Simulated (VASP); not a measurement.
# ZnCd2Se3 (P3m1) in VASP: further runs

Runs on ZnCd2Se3. Level: PBE. Tasks: single point, relaxation of cell and atoms, relaxation of shape and atoms at fixed volume.

All numbers are computed with VASP 6.6.1; they aren't measurements. Logs are shortened: lines on timing, memory, paths and dates and some standing lists are left out, and cuts for length are marked.

## (1) The cell of the first run

The structure is trigonal, space group P3m1 (No. 156). The conventional cell has a = 4.265 Å, b = 4.265 Å, c = 10.521 Å, α = 90.00°, β = 90.00°, γ = 120.00°. Within 3.3 Å of Zn (site symmetry 3m) lie 4 Se at 2.48 to 2.57 Å. Within 3.5 Å of Cd (site symmetry 3m) lie 4 Se at 2.65 to 2.68 Å. Cd (site symmetry 3m) has 4 Se at 2.65 to 2.67 Å within 3.5 Å. Within 3.4 Å of Se (site symmetry 3m) lie 3 Zn at 2.57 Å and 1 Cd at 2.68 Å. Se (site symmetry 3m) has 1 Zn at 2.48 Å and 3 Cd at 2.65 Å within 3.3 Å. Within 3.5 Å of Se (site symmetry 3m) lie 4 Cd at 2.65 to 2.67 Å.

## (2) Single point, PBE

INCAR reads:

```
SYSTEM = ZnCd2Se3
ALGO = Normal
EDIFF = 1E-7
ENCUT = 520
GGA = PE
ISIF = 2
ISMEAR = 0
LASPH = .TRUE.
LCHARG = .TRUE.
LELF = .TRUE.
LREAL = .FALSE.
LVHAR = .TRUE.
LWAVE = .FALSE.
NBANDS = 36
NELM = 60
PREC = Accurate
SIGMA = 0.02
```

KPOINTS reads:

```
k-points
0
G
  12 12 4
  0 0 0
```

POSCAR reads:

```
ZnCd2Se3
1.0
    4.2647078032      0.0000000000      0.0000000000
   -2.1323539016      3.6933452973      0.0000000000
    0.0000000000      0.0000000000     10.5205651000
Zn Cd Se
1 2 3
Direct
    0.0000000000      0.0000000000      0.6674030000
    0.3333333333      0.6666666667      0.9907320000
    0.6666666667      0.3333333333      0.3386090000
    0.3333333333      0.6666666667      0.7363560000
    0.0000000000      0.0000000000      0.4317990000
    0.6666666667      0.3333333333      0.0851020000
```

Potentials or basis: VASP PAW PBE potentials, release 64 (Zn, Cd, Se).

Started as:

```
> cat potpaw_PBE.64/Zn/POTCAR potpaw_PBE.64/Cd/POTCAR potpaw_PBE.64/Se/POTCAR > POTCAR
> mpirun -np 1 vasp_std > vasp.out
```

OUTCAR:

```text
SYSTEM = ZnCd2Se3
   EDIFF = 1E-7
   ENCUT = 520
   GGA = PE
   ISIF = 2
   ISMEAR = 0
   LASPH = .TRUE.
   LREAL = .FALSE.
   NELM = 60
   PREC = Accurate

 ion  position               nearest neighbor table
   1  0.000  0.000  0.667-   5 2.48   4 2.57   4 2.57   4 2.57
   2  0.333  0.667  0.991-   6 2.65   6 2.65   6 2.65   4 2.68
   3  0.667  0.333  0.339-   5 2.65   5 2.65   5 2.65   6 2.67
   4  0.333  0.667  0.736-   1 2.57   1 2.57   1 2.57   2 2.68
   5  0.000  0.000  0.432-   1 2.48   3 2.65   3 2.65   3 2.65
   6  0.667  0.333  0.085-   2 2.65   2 2.65   2 2.65   3 2.67

  LATTYP: Found a hexagonal cell.
 ALAT       =     4.2647078032
 C/A-ratio  =     2.4668900158

  Lattice vectors:

 A1 = (   4.2647078032,   0.0000000000,   0.0000000000)
 A2 = (  -2.1323539016,   3.6933452973,   0.0000000000)
 A3 = (   0.0000000000,   0.0000000000,  10.5205651000)

Analysis of symmetry for initial positions (statically):
=====================================================================
 Subroutine PRICEL returns:
 Original cell was already a primitive cell.

 Routine SETGRP: Setting up the symmetry group for a
 hexagonal supercell.

 Subroutine GETGRP returns: Found  6 space group operations
 (whereof  6 operations were pure point group operations)
 out of a pool of 24 trial point group operations.

The static configuration has the point symmetry C_3v.

Analysis of symmetry for dynamics (positions and initial velocities):
=====================================================================
 Subroutine PRICEL returns:
 Original cell was already a primitive cell.

 Routine SETGRP: Setting up the symmetry group for a
 hexagonal supercell.

 Subroutine GETGRP returns: Found  6 space group operations
 (whereof  6 operations were pure point group operations)
 out of a pool of 24 trial point group operations.

The dynamic configuration has the point symmetry C_3v.

 Subroutine INISYM returns: Found  6 space group operations
 (whereof  6 operations are pure point group operations),
 and found     1 'primitive' translations

----------------------------------------------------------------------------------------

                                     Primitive cell

  volume of cell :     165.7098

  direct lattice vectors                    reciprocal lattice vectors
     4.264707803  0.000000000  0.000000000     0.234482653  0.135378623  0.000000000
    -2.132353902  3.693345297  0.000000000     0.000000000  0.270757246  0.000000000
     0.000000000  0.000000000 10.520565100     0.000000000  0.000000000  0.095051928

  length of vectors
     4.264707803  4.264707803 10.520565100     0.270757246  0.270757246  0.095051928

  position of ions in fractional coordinates (direct lattice)
     0.000000000  0.000000000  0.667403000
     0.333333333  0.666666667  0.990732000
     0.666666667  0.333333333  0.338609000
     0.333333333  0.666666667  0.736356000
     0.000000000  0.000000000  0.431799000
     0.666666667  0.333333333  0.085102000

  ion indices of the primitive-cell ions
   primitive index   ion index
                 1           1
                 2           2
                 3           3
                 4           4
                 5           5
                 6           6

----------------------------------------------------------------------------------------

 KPOINTS: k-points

Automatic generation of k-mesh.
 Grid dimensions read from file:
 generate k-points for:   12   12    4

 Generating k-lattice:

  Cartesian coordinates                     Fractional coordinates (reciprocal lattice)
     0.019540221  0.011281552  0.000000000     0.083333333  0.000000000  0.000000000
     0.000000000  0.022563104  0.000000000     0.000000000  0.083333333  0.000000000
     0.000000000  0.000000000  0.023762982     0.000000000  0.000000000  0.250000000

  Length of vectors
     0.022563104  0.022563104  0.023762982

  Shift w.r.t. Gamma in fractional coordinates (k-lattice)
     0.000000000  0.000000000  0.000000000

 Subroutine IBZKPT returns following result:
 ===========================================

 Found     69 irreducible k-points:

 Following reciprocal coordinates:
            Coordinates               Weight
  0.000000  0.000000  0.000000      1.000000
  0.083333 -0.000000  0.000000      6.000000
  0.166667 -0.000000  0.000000      6.000000
  0.250000 -0.000000  0.000000      6.000000
  0.333333  0.000000  0.000000      6.000000
  0.416667 -0.000000  0.000000      6.000000
[... 16 lines left out ...]
  0.166667 -0.000000  0.250000      6.000000
  0.000000  0.166667  0.250000      6.000000
 [... further k-points ...]
   k-points           NKPTS =     69   k-points in BZ     NKDIM =     69   number of bands    NBANDS=     36
   number of dos      NEDOS =    301   number of ions     NIONS =      6
   total plane-waves  NPLWV =  81920
   dimension x,y,z NGX =    32 NGY =   32 NGZ =   80
   dimension x,y,z NGXF=    64 NGYF=   64 NGZF=  160
   ions per type =               1   2   3
   NGX,Y,Z   is equivalent  to a cutoff of  12.47, 12.47, 12.64 a.u.
   NGXF,Y,Z  is equivalent  to a cutoff of  24.95, 24.95, 25.28 a.u.
 SYSTEM =  ZnCd2Se3
   PREC   = accura    normal or accurate (medium, high low for compatibility)
   ISTART =      0    job   : 0-new  1-cont  2-samecut
   ICHARG =      2    charge: 1-file 2-atom 10-const
   ISPIN  =      1    spin polarized calculation?
   LNONCOLLINEAR =      F non collinear calculations
   LSORBIT =      F    spin-orbit coupling
   LASPH  =      T    aspherical Exc in radial PAW
   ENCUT  =  520.0 eV  38.22 Ry    6.18 a.u.   7.93  7.93 19.56*2*pi/ulx,y,z
   NELM   =     60;   NELMIN=  2; NELMDL= -5     # of ELM steps
   EDIFF  = 0.1E-06   stopping-criterion for ELM
   LREAL  =      F    real-space projection
   EDIFFG = 0.1E-05   stopping-criterion for IOM
   NSW    =      0    number of steps for IOM
   IBRION =     -1    ionic relax: 0-MD 1-quasi-New 2-CG
   NFREE  =      0    steps in history (QN), initial steepest desc. (CG)
   ISIF   =      2    stress and relaxation
   ISYM   =      2    0-nonsym 1-usesym 2-fastsym
   POTIM  = 0.5000    time-step for ionic-motion
   TEBEG  =    0.0;   TEEND  =   0.0 temperature during run
   PSTRESS=    0.0 pullay stress
   NELECT =      54.0000    total number of electrons
   NUPDOWN=      -1.0000    fix difference up-down
   EMIN   =  10.00;   EMAX   =-10.00  energy-range for DOS
   EFERMI =   0.00;   METHOD = LEGACY
   ISMEAR =     0;   SIGMA  =   0.02  broadening in eV -4-tet -1-fermi 0-gaus
   EFERMI_NEDOS =   21; number of points for ismear=-14 and -15
   IALGO  =     38    algorithm
   IMIX   =      4    mixing-type and parameters
     AMIX     =   0.40;   BMIX     =  1.00
     AMIX_MAG =   1.60;   BMIX_MAG =  1.00
  volume/ion in A,a.u.               =      27.62       186.38
  Fermi-wavevector in a.u.,A,eV,Ry     =   1.126566  2.128901 17.267849  1.269151
  Thomas-Fermi vector in A             =   2.263248
   LORBIT       =      0    0 simple, 1 ext, 2 COOP (PROOUT), +10 PAW based schemes
   GGA     = PE    functional components
   LHFCALC =     F    Hartree Fock is set to
   AEXX    =    0.0000 exact exchange contribution
   IVDW    =     0    specifies the selected vdW correction
   LEPSILON=     F    determine dielectric tensor
   LRPA    =     F    only Hartree local field effects (RPA)
 non-spin polarized calculation
 Gauss-broadening in eV      SIGMA  =   0.02
  energy-cutoff  :      520.00
  volume of cell :      165.71
 maximum number of plane-waves:      4500
   NGX = 15   NGY = 15   NGZ = 39

 number of electron      53.9999999 magnetization

 Free energy of the ion-electron system (eV)
  ---------------------------------------------------
  ext. energy  EPLUGINS =         0.00000000
  ---------------------------------------------------
  free energy    TOTEN  =       -16.90051115 eV

  energy without entropy =      -16.90051115  energy(sigma->0) =      -16.90051115

 E-fermi :   0.9651     XC(G=0):  -8.8064

 val. band max:        0.8212505126   @ k =   0.0000   0.0000   0.0000
 cond. band min:       1.3671834482   @ k =   0.0000   0.0000   0.0000
 fundamental gap:      0.5459329355
 Fermi energy:         0.9651086469

 k-point     1 :       0.0000    0.0000    0.0000
  band No.  band energies     occupation
      1     -11.7887      2.00000
      2     -11.4311      2.00000
      3     -11.3754      2.00000
      4      -7.0132      2.00000
      5      -7.0132      2.00000
      6      -6.9669      2.00000
[... 28 lines left out ...]
     35       7.1795      0.00000
     36       7.1795      0.00000

 k-point     2 :       0.0833   -0.0000    0.0000
  band No.  band energies     occupation
      1     -11.7630      2.00000
      2     -11.4155      2.00000
      3     -11.3614      2.00000
      4      -7.0051      2.00000
      5      -6.9992      2.00000
      6      -6.9648      2.00000
[... 28 lines left out ...]
     35       7.0665      0.00000
     36       7.3027      0.00000

 k-point     3 :       0.1667   -0.0000    0.0000
  band No.  band energies     occupation
      1     -11.6907      2.00000
      2     -11.3730      2.00000
      3     -11.3237      2.00000
      4      -6.9839      2.00000
      5      -6.9624      2.00000
      6      -6.9496      2.00000
[... 28 lines left out ...]
     35       7.0025      0.00000
     36       7.1705      0.00000
[... 742 lines left out ...]
 k-point    23 :       0.1667   -0.0000    0.2500
  band No.  band energies     occupation
      1     -11.6748      2.00000
      2     -11.4369      2.00000
      3     -11.2758      2.00000
      4      -6.9835      2.00000
      5      -6.9683      2.00000
      6      -6.9503      2.00000
[... 28 lines left out ...]
     35       7.1278      0.00000
     36       7.4196      0.00000

 k-point    24 :       0.0000    0.1667    0.2500
  band No.  band energies     occupation
      1     -11.6761      2.00000
      2     -11.4331      2.00000
      3     -11.2784      2.00000
      4      -6.9839      2.00000
      5      -6.9617      2.00000
      6      -6.9479      2.00000
[... 28 lines left out ...]
     35       7.0478      0.00000
     36       7.6181      0.00000

 [... further k-points ...]

------------------------ aborting loop because EDIFF is reached ----------------------------------------

  FORCE on cell =-STRESS in cart. coord.  units (eV):
  Direction    XX          YY          ZZ          XY          YZ          ZX
  --------------------------------------------------------------------------------------
  -------------------------------------------------------------------------------------
  Total        0.2586761      0.2586761      0.2572237      0.0000000      0.0000000      0.0000000
  in kB        2.5010285      2.5010285      2.4869858      0.0000000      0.0000000      0.0000000
  external PRESSURE =       2.4963476 kB  Pullay stress =       0.0000000 kB

 VOLUME and BASIS-vectors are now :
 -----------------------------------------------------------------------------
  energy-cutoff  :      520.00
  volume of cell :      165.71
      direct lattice vectors                 reciprocal lattice vectors
     4.264707803  0.000000000  0.000000000     0.234482653  0.135378623  0.000000000
    -2.132353902  3.693345297  0.000000000     0.000000000  0.270757246  0.000000000
     0.000000000  0.000000000 10.520565100     0.000000000  0.000000000  0.095051928

 POSITION                                       TOTAL-FORCE (eV/Angst)
 -----------------------------------------------------------------------------------
      0.00000      0.00000      7.02146         0.000000      0.000000     -0.003251
     -0.00000      2.46223     10.42306        -0.000000      0.000000     -0.002370
      2.13235      1.23112      3.56236         0.000000     -0.000000     -0.003763
     -0.00000      2.46223      7.74688        -0.000000      0.000000     -0.015165
      0.00000      0.00000      4.54277        -0.000000      0.000000      0.021624
      2.13235      1.23112      0.89532        -0.000000     -0.000000      0.002925
 -----------------------------------------------------------------------------------
    total drift:                               -0.000001      0.000001     -0.000453

  FREE ENERGIE OF THE ION-ELECTRON SYSTEM (eV)
  ---------------------------------------------------
  free  energy   TOTEN  =       -16.9005111510 eV

  energy  without entropy=      -16.9005111510  energy(sigma->0) =      -16.90051115
```

It took 3.5 min on 1 thread of Intel Xeon 6975P-C (Granite Rapids), shared host; peak memory 0.53 GiB.

What came out:

```yaml
Free_energy: -16.9005 eV
Pressure: 0.2 GPa
Largest_force: 0.022 eV/Å
Band_gap_on_the_k_mesh: 0.55 eV
```

Forces on the atoms (eV/Å):
```
Zn   0.000  0.000 -0.003
Cd   0.000  0.000 -0.002
Cd   0.000  0.000 -0.004
Se   0.000  0.000 -0.015
Se   0.000  0.000  0.022
Se   0.000  0.000  0.003
```

## (3) Single point, PBE

INCAR reads:

```
ALGO     = Normal         # electronic algorithm
EDIFF    = 1E-6           # SCF threshold, eV
ENCUT    = 520            # plane-wave cutoff, eV
GGA      = PE             # functional
ISIF     = 2              # what is computed and relaxed
ISMEAR   = 0              # smearing method
LASPH    = True           # aspherical terms in the spheres
LCHARG   = False          # write CHGCAR
LREAL    = False          # projectors in reciprocal space
LWAVE    = False          # write WAVECAR
NBANDS   = 36             # bands
NELM     = 60             # most SCF steps
PREC     = Accurate       # precision mode
SIGMA    = 0.02           # smearing width, eV
```

KPOINTS reads:

```
k-points
0
Gamma
  12 12 4
```

POSCAR is that of step 2.

Potentials or basis: VASP PAW PBE potentials, release 64 (Zn, Cd, Se).

Started as:

```
> cat potpaw_PBE.64/Zn/POTCAR potpaw_PBE.64/Cd/POTCAR potpaw_PBE.64/Se/POTCAR > POTCAR
> mpirun -np 1 vasp_std > vasp.out
```

Run time: 2.9 min. Hardware: 1 thread of Intel Xeon 6975P-C (Granite Rapids), shared host; peak memory 0.53 GiB.

It converged, with:

- Free energy: -16.9005 eV
- Pressure: 0.3 GPa
- Largest force: 0.022 eV/Å
- Band gap on the k mesh: 0.55 eV

Forces on the atoms (eV/Å):
```
Zn   0.000  0.000 -0.003
Cd   0.000  0.000 -0.002
Cd   0.000  0.000 -0.004
Se   0.000  0.000 -0.015
Se   0.000  0.000  0.022
Se   0.000  0.000  0.003
```

Levels at points of the mesh, in eV from the valence-band top:
```csv
k point,band 24,band 25,band 26,band 27,band 28,band 29,band 30,band 31
"(0.00, 0.00, 0.00)",-0.45,-0.13,0.00,0.00,0.55,2.12,2.67,5.71
"(0.50, 0.00, 0.00)",-1.68,-1.58,-1.10,-0.93,2.93,3.25,3.35,3.63
"(0.00, 0.00, 0.50)",-0.28,-0.28,-0.13,-0.13,1.61,2.04,2.48,5.29
"(0.50, 0.00, 0.50)",-1.80,-1.42,-0.81,-0.71,2.25,3.29,3.79,4.25
```

(Continued in part 2 of 2.)
